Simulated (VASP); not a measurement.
La:

```
La
1.0
     3.75000    0.00000    0.00000
    -1.87500    3.24760    0.00000
     0.00000    0.00000    6.07000
La
2
Cartesian
  0.0000 2.1651 1.5175
  1.8750 1.0825 4.5525
```

- Program: VASP 6.6.1
- Task: relaxation of cell and atoms
- Functional: r2SCAN
- Potentials or basis: VASP PAW PBE potentials, release 64 (La)
- Cutoff: 600 eV
- k mesh: 7 × 7 × 4
- Occupations: fermi-dirac, width 0.1 eV
- Spin: no spin polarisation

At the start: pressure 1.0 GPa; volume 36.96 Å³/atom.

Question: How do energy, volume and symmetry change on relaxing?

Answer: Over 3 steps the energy falls by 4.3 meV/atom and the volume is 38.43 Å³/atom (+4.0 %); space group P6_3/mmc (No. 194, to 0.1 Å) before and after.

Step by step:
```tsv
step	energy change (eV)	largest force (eV/Å)	pressure (GPa)	volume (Å³)
1	0.0000	0.0000	0.95	73.92
2	-0.0082	0.0000	0.17	76.30
3	-0.0085	0.0000	0.00	76.85
```

Final structure:
```cif
data_structure
_symmetry_space_group_name_H-M 'P 1'
_symmetry_Int_Tables_number 1
_cell_length_a 3.7970
_cell_length_b 3.7970
_cell_length_c 6.1551
_cell_angle_alpha 90.000
_cell_angle_beta 90.000
_cell_angle_gamma 120.000
_cell_volume 76.85
loop_
_atom_site_label
_atom_site_type_symbol
_atom_site_fract_x
_atom_site_fract_y
_atom_site_fract_z
_atom_site_occupancy
La1 La 0.33333 0.66667 0.25000 1
La2 La 0.66667 0.33333 0.75000 1
```

Caveat: the PAW data sets were made with another functional, which shifts forces and pressure a little.
